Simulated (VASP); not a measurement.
# ZnS (P1) in VASP: a series of runs

ZnS is run at these levels: r2SCAN; tasks: single point.

Program: VASP 6.6.1. These are calculated values, not measurements. Logs are shortened: lines on timing, memory, paths and dates and some standing lists are left out, and cuts for length are marked.

### Step 1. The cell of the first run

The typed cell holds 8 atoms: a = 3.823 Å, b = 3.823 Å, c = 12.520 Å, α = 90.00°, β = 90.00°, γ = 120.00°.

### Step 2. Single point, r2SCAN (atoms moved at random)

Input file POSCAR:

```
ZnS
1.0
    3.8227020304      0.0000000000      0.0000000000
   -1.9113510152      3.3105570694      0.0000000000
    0.0000000000      0.0000000000     12.5200000000
Zn S
4 4
Direct
   -0.0615166078      0.0021960939     -0.0165533971
    0.0225090271     -0.0166146938      0.4943255461
    0.3385289871      0.6862788185      0.2410828842
    0.6581729736      0.3559745552      0.7507793625
    0.0651044084      0.0574199895      0.1846912618
    0.0312821739     -0.0057851791      0.6919314103
    0.3181597095      0.6453507364      0.4479617795
    0.6277593280      0.2751796795      0.9557811529
```

Input file INCAR.step1:

```
ALGO = Normal
EDIFF = 1E-4
ENCUT = 520
GGA = PE
ISMEAR = 0
LASPH = T
LCHARG = F
LREAL = F
LWAVE = T
NBANDS = 46
NELM = 100
PREC = Accurate
SIGMA = 0.05
```

Input file INCAR.step2:

```
ALGO = Normal
EDIFF = 1E-7
ENCUT = 520
ISIF = 2
ISMEAR = 0
ISTART = 1
LASPH = T
LCHARG = F
LMIXTAU = T
LREAL = F
LWAVE = F
METAGGA = R2SCAN
NBANDS = 46
NELM = 100
PREC = Accurate
SIGMA = 0.05
```

Input file KPOINTS:

```
k-points
0
Gamma
  6 6 2
```

Potentials or basis: VASP PAW PBE potentials, release 64 (Zn, S).

Started as:

```console
cat potpaw_PBE.64/Zn/POTCAR potpaw_PBE.64/S/POTCAR > POTCAR
cp INCAR.step1 INCAR
mpirun -np 1 vasp_std > vasp.out
cp INCAR.step2 INCAR
mpirun -np 1 vasp_std > vasp.out
```

OUTCAR:

```text
EDIFF = 1E-7
   ENCUT = 520
   ISIF = 2
   ISMEAR = 0
   ISTART = 1
   LASPH = T
   LREAL = F
   METAGGA = R2SCAN
   NELM = 100
   PREC = Accurate

 ion  position               nearest neighbor table
   1  0.938  0.002  0.983-   8 1.96   8 2.32   8 2.44   5 2.55
   2  0.023  0.983  0.494-   7 2.18   7 2.27   7 2.40   6 2.47
   3  0.339  0.686  0.241-   5 2.20   5 2.26   5 2.51   7 2.59
   4  0.658  0.356  0.751-   6 2.21   6 2.25   6 2.54   8 2.58
   5  0.065  0.057  0.185-   3 2.20   3 2.26   3 2.51   1 2.55
   6  0.031  0.994  0.692-   4 2.21   4 2.25   2 2.47   4 2.54
   7  0.318  0.645  0.448-   2 2.18   2 2.27   2 2.40   3 2.59
   8  0.628  0.275  0.956-   1 1.96   1 2.32   1 2.44   4 2.58

  LATTYP: Found a hexagonal cell.
 ALAT       =     3.8227020304
 C/A-ratio  =     3.2751702593

  Lattice vectors:

 A1 = (   3.8227020304,   0.0000000000,   0.0000000000)
 A2 = (  -1.9113510152,   3.3105570694,   0.0000000000)
 A3 = (   0.0000000000,   0.0000000000,  12.5200000000)

Analysis of symmetry for initial positions (statically):
=====================================================================
 Subroutine PRICEL returns:
 Original cell was already a primitive cell.

 Routine SETGRP: Setting up the symmetry group for a
 hexagonal supercell.

 Subroutine GETGRP returns: Found  1 space group operations
 (whereof  1 operations were pure point group operations)
 out of a pool of 24 trial point group operations.

The static configuration has the point symmetry C_1 .

Analysis of symmetry for dynamics (positions and initial velocities):
=====================================================================
 Subroutine PRICEL returns:
 Original cell was already a primitive cell.

 Routine SETGRP: Setting up the symmetry group for a
 hexagonal supercell.

 Subroutine GETGRP returns: Found  1 space group operations
 (whereof  1 operations were pure point group operations)
 out of a pool of 24 trial point group operations.

The dynamic configuration has the point symmetry C_1 .

 Subroutine INISYM returns: Found  1 space group operations
 (whereof  1 operations are pure point group operations),
 and found     1 'primitive' translations

----------------------------------------------------------------------------------------

                                     Primitive cell

  volume of cell :     158.4440

  direct lattice vectors                    reciprocal lattice vectors
     3.822702030  0.000000000  0.000000000     0.261595069  0.151031983  0.000000000
    -1.911351015  3.310557069  0.000000000     0.000000000  0.302063967  0.000000000
     0.000000000  0.000000000 12.520000000     0.000000000  0.000000000  0.079872204

  length of vectors
     3.822702030  3.822702030 12.520000000     0.302063967  0.302063967  0.079872204

  position of ions in fractional coordinates (direct lattice)
     0.938483392  0.002196094  0.983446603
     0.022509027  0.983385306  0.494325546
     0.338528987  0.686278818  0.241082884
     0.658172974  0.355974555  0.750779362
     0.065104408  0.057419989  0.184691262
     0.031282174  0.994214821  0.691931410
     0.318159710  0.645350736  0.447961779
     0.627759328  0.275179679  0.955781153

  ion indices of the primitive-cell ions
   primitive index   ion index
                 1           1
                 2           2
                 3           3
                 4           4
                 5           5
                 6           6
                 7           7
                 8           8

----------------------------------------------------------------------------------------

 KPOINTS: k-points

Automatic generation of k-mesh.
 Grid dimensions read from file:
 generate k-points for:    6    6    2

 Generating k-lattice:

  Cartesian coordinates                     Fractional coordinates (reciprocal lattice)
     0.043599178  0.025171997  0.000000000     0.166666667  0.000000000  0.000000000
     0.000000000  0.050343994  0.000000000     0.000000000  0.166666667  0.000000000
     0.000000000  0.000000000  0.039936102     0.000000000  0.000000000  0.500000000

  Length of vectors
     0.050343994  0.050343994  0.039936102

  Shift w.r.t. Gamma in fractional coordinates (k-lattice)
     0.000000000  0.000000000  0.000000000

 Subroutine IBZKPT returns following result:
 ===========================================

 Found     40 irreducible k-points:

 Following reciprocal coordinates:
            Coordinates               Weight
  0.000000  0.000000  0.000000      1.000000
  0.166667 -0.000000  0.000000      2.000000
  0.000000  0.166667  0.000000      2.000000
 -0.166667  0.166667  0.000000      2.000000
  0.333333  0.000000  0.000000      2.000000
  0.000000  0.333333  0.000000      2.000000
[... 16 lines left out ...]
  0.000000  0.166667  0.500000      2.000000
 -0.166667  0.166667  0.500000      2.000000
 [... further k-points ...]
   k-points           NKPTS =     40   k-points in BZ     NKDIM =     40   number of bands    NBANDS=     46
   number of dos      NEDOS =    301   number of ions     NIONS =      8
   total plane-waves  NPLWV =  75264
   dimension x,y,z NGX =    28 NGY =   28 NGZ =   96
   dimension x,y,z NGXF=    56 NGYF=   56 NGZF=  192
   ions per type =               4   4
   NGX,Y,Z   is equivalent  to a cutoff of  12.18, 12.18, 12.75 a.u.
   NGXF,Y,Z  is equivalent  to a cutoff of  24.35, 24.35, 25.49 a.u.
 SYSTEM =  unknown system
   PREC   = accura    normal or accurate (medium, high low for compatibility)
   ISTART =      1    job   : 0-new  1-cont  2-samecut
   ICHARG =      0    charge: 1-file 2-atom 10-const
   ISPIN  =      1    spin polarized calculation?
   LNONCOLLINEAR =      F non collinear calculations
   LSORBIT =      F    spin-orbit coupling
   LASPH  =      T    aspherical Exc in radial PAW
   ENCUT  =  520.0 eV  38.22 Ry    6.18 a.u.   7.11  7.11 23.28*2*pi/ulx,y,z
   NELM   =    100;   NELMIN=  2; NELMDL=  0     # of ELM steps
   EDIFF  = 0.1E-06   stopping-criterion for ELM
   LREAL  =      F    real-space projection
   EDIFFG = 0.1E-05   stopping-criterion for IOM
   NSW    =      0    number of steps for IOM
   IBRION =     -1    ionic relax: 0-MD 1-quasi-New 2-CG
   NFREE  =      0    steps in history (QN), initial steepest desc. (CG)
   ISIF   =      2    stress and relaxation
   ISYM   =      2    0-nonsym 1-usesym 2-fastsym
   POTIM  = 0.5000    time-step for ionic-motion
   TEBEG  =    0.0;   TEEND  =   0.0 temperature during run
   PSTRESS=    0.0 pullay stress
   NELECT =      72.0000    total number of electrons
   NUPDOWN=      -1.0000    fix difference up-down
   EMIN   =  10.00;   EMAX   =-10.00  energy-range for DOS
   EFERMI =   0.00;   METHOD = LEGACY
   ISMEAR =     0;   SIGMA  =   0.05  broadening in eV -4-tet -1-fermi 0-gaus
   EFERMI_NEDOS =   21; number of points for ismear=-14 and -15
   IALGO  =     38    algorithm
   IMIX   =      4    mixing-type and parameters
     AMIX     =   0.40;   BMIX     =  1.00
     AMIX_MAG =   1.60;   BMIX_MAG =  1.00
  volume/ion in A,a.u.               =      19.81       133.65
  Fermi-wavevector in a.u.,A,eV,Ry     =   1.258617  2.378442 21.553229  1.584118
  Thomas-Fermi vector in A             =   2.392218
   LORBIT       =      0    0 simple, 1 ext, 2 COOP (PROOUT), +10 PAW based schemes
   METAGGA = R2SCAN    functional components
   LHFCALC =     F    Hartree Fock is set to
   AEXX    =    0.0000 exact exchange contribution
   IVDW    =     0    specifies the selected vdW correction
   LEPSILON=     F    determine dielectric tensor
   LRPA    =     F    only Hartree local field effects (RPA)
 non-spin polarized calculation
 Gauss-broadening in eV      SIGMA  =   0.05
  energy-cutoff  :      520.00
  volume of cell :      158.44
 maximum number of plane-waves:      4296
   NGX = 15   NGY = 15   NGZ = 47

 number of electron      71.9999992 magnetization

 Free energy of the ion-electron system (eV)
  ---------------------------------------------------
  ext. energy  EPLUGINS =         0.00000000
  ---------------------------------------------------
  free energy    TOTEN  =       -73.98904395 eV

  energy without entropy =      -73.98904395  energy(sigma->0) =      -73.98904395

 E-fermi :   2.2441     XC(G=0): -10.2513

 val. band max:        1.9865644911   @ k =   0.0000   0.0000   0.0000
 cond. band min:       4.4646730252   @ k =   0.0000   0.0000   0.0000
 fundamental gap:      2.4781085341
 Fermi energy:         2.2440690863

 k-point     1 :       0.0000    0.0000    0.0000
  band No.  band energies     occupation
      1     -12.2600      2.00000
      2     -11.6256      2.00000
      3     -11.2934      2.00000
      4     -10.9417      2.00000
      5      -5.6196      2.00000
      6      -5.4300      2.00000
[... 38 lines left out ...]
     45       8.9156      0.00000
     46       9.0646      0.00000

 k-point     2 :       0.1667   -0.0000    0.0000
  band No.  band energies     occupation
      1     -12.0823      2.00000
      2     -11.4602      2.00000
      3     -11.1449      2.00000
      4     -10.8263      2.00000
      5      -5.6403      2.00000
      6      -5.3459      2.00000
[... 38 lines left out ...]
     45       8.9494      0.00000
     46       9.2091      0.00000

 k-point     3 :       0.0000    0.1667    0.0000
  band No.  band energies     occupation
      1     -12.0978      2.00000
      2     -11.4535      2.00000
      3     -11.1359      2.00000
      4     -10.8154      2.00000
      5      -5.5927      2.00000
      6      -5.3928      2.00000
[... 38 lines left out ...]
     45       8.9510      0.00000
     46       9.2564      0.00000

 k-point     4 :      -0.1667    0.1667    0.0000
  band No.  band energies     occupation
      1     -12.0689      2.00000
      2     -11.4568      2.00000
      3     -11.1434      2.00000
      4     -10.8180      2.00000
      5      -5.6454      2.00000
      6      -5.3159      2.00000
[... 920 lines left out ...]
     45       9.0091      0.00000
     46       9.3663      0.00000

 k-point    23 :       0.0000    0.1667    0.5000
  band No.  band energies     occupation
      1     -12.0931      2.00000
      2     -11.4912      2.00000
      3     -11.0628      2.00000
      4     -10.8558      2.00000
      5      -5.5927      2.00000
      6      -5.3927      2.00000
[... 38 lines left out ...]
     45       9.1683      0.00000
     46       9.4024      0.00000

 k-point    24 :      -0.1667    0.1667    0.5000
  band No.  band energies     occupation
      1     -12.0637      2.00000
      2     -11.4957      2.00000
      3     -11.0707      2.00000
      4     -10.8573      2.00000
      5      -5.6453      2.00000
      6      -5.3159      2.00000
[... 38 lines left out ...]
     45       8.9820      0.00000
     46       9.2720      0.00000

 [... further k-points ...]
[... 5 lines left out ...]
  --------------------------------------------------------------------------------------
  -------------------------------------------------------------------------------------
  Total        7.0823385      3.4161411     -2.4300858     -4.1108252     -0.1434194      1.2958402
  in kB       71.6162221     34.5438332    -24.5728956    -41.5684406     -1.4502496     13.1034661
  external PRESSURE =      27.1957199 kB  Pullay stress =       0.0000000 kB

 VOLUME and BASIS-vectors are now :
 -----------------------------------------------------------------------------
  energy-cutoff  :      520.00
  volume of cell :      158.44
      direct lattice vectors                 reciprocal lattice vectors
     3.822702030  0.000000000  0.000000000     0.261595069  0.151031983  0.000000000
    -1.911351015  3.310557069  0.000000000     0.000000000  0.302063967  0.000000000
     0.000000000  0.000000000 12.520000000     0.000000000  0.000000000  0.079872204

 POSITION                                       TOTAL-FORCE (eV/Angst)
 -----------------------------------------------------------------------------------
      3.58334      0.00727     12.31275         4.106766     -2.425336      1.620824
     -1.79355      3.25555      6.18896        -1.046777      0.132150      0.596060
     -0.01762      2.27197      3.01836         0.653013      0.737992      0.652864
      1.83561      1.17847      9.39976         0.987634     -0.348220      0.517559
      0.13912      0.19009      2.31233        -0.844379     -1.032558     -0.088676
     -1.78071      3.29140      8.66298        -1.079110      0.203779     -0.117378
     -0.01726      2.13647      5.60848         1.132174      0.001450     -1.064562
      1.87377      0.91100     11.96638        -3.909320      2.730742     -2.116692
 -----------------------------------------------------------------------------------
    total drift:                                0.026040     -0.004320     -0.003499

  FREE ENERGIE OF THE ION-ELECTRON SYSTEM (eV)
  ---------------------------------------------------
  free  energy   TOTEN  =       -73.9890439528 eV

  energy  without entropy=      -73.9890439528  energy(sigma->0) =      -73.98904395
```

It took 28 min on 1 thread of Oxide Virtual Turin-like, shared host; peak memory 0.39 GiB.

Results:

```
Free energy            : -73.9890 eV
Pressure               : 2.7 GPa
Largest force          : 5.217 eV/Å
Band gap on the k mesh : 2.48 eV
```

Forces in eV/Å, atoms in the order of the input:
```
Zn   4.107 -2.425  1.621
Zn  -1.047  0.132  0.596
Zn   0.653  0.738  0.653
Zn   0.988 -0.348  0.518
S   -0.844 -1.033 -0.089
S   -1.079  0.204 -0.117
S    1.132  0.001 -1.065
S   -3.909  2.731 -2.117
```

Caveat: the cell differs from its parent crystal (atoms moved at random); the stress differs along the axes, from -2 to 7 GPa; the PAW data sets were made with another functional, which shifts forces and pressure a little. A k mesh can miss the band edges.

(Part 1 of 2 ends here.)
